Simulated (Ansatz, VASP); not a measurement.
One calculation of Tl, two programs

```
Tl
1.0
     3.42109    0.00000    0.00000
    -1.71054    2.96275    0.00000
     0.00000    0.00000    5.46919
Tl
2
Direct
  0.33333 0.66667 0.25000
  0.66667 0.33333 0.75000
```

Change from the starting cell: volume scaled by 0.97, PAW files.

Alike in both runs: task electric field gradients; functional PBE; k mesh 11 × 11 × 6; occupations fermi-dirac, width 0.05 eV; no spin polarisation.

```csv
,VASP,Ansatz
version,VASP 6.6.1,Ansatz 0.2.0
potentials or method,"VASP PAW PBE potentials, release 64 (Tl_d)","PAW with Ansatz's default frozen-core files, scalar-relativistic"
plane-wave cutoff (eV),520,420
valence electrons in the cell,26,26
```

|  | VASP | Ansatz | Ansatz less VASP |
| --- | --- | --- | --- |
| pressure (GPa) | 4.5 | 4.6 | +0.06 |
| traceless stress, the component that is largest in VASP (GPa) | 0.30 | 0.31 | +0.008 |
| size of Vzz on the site where it differs most (V/Å²) | 24.4 | 25.0 | +0.58 |

The functional is the same, so the differences come from potentials, cutoffs and numerics.

Spin-orbit coupling is off throughout.
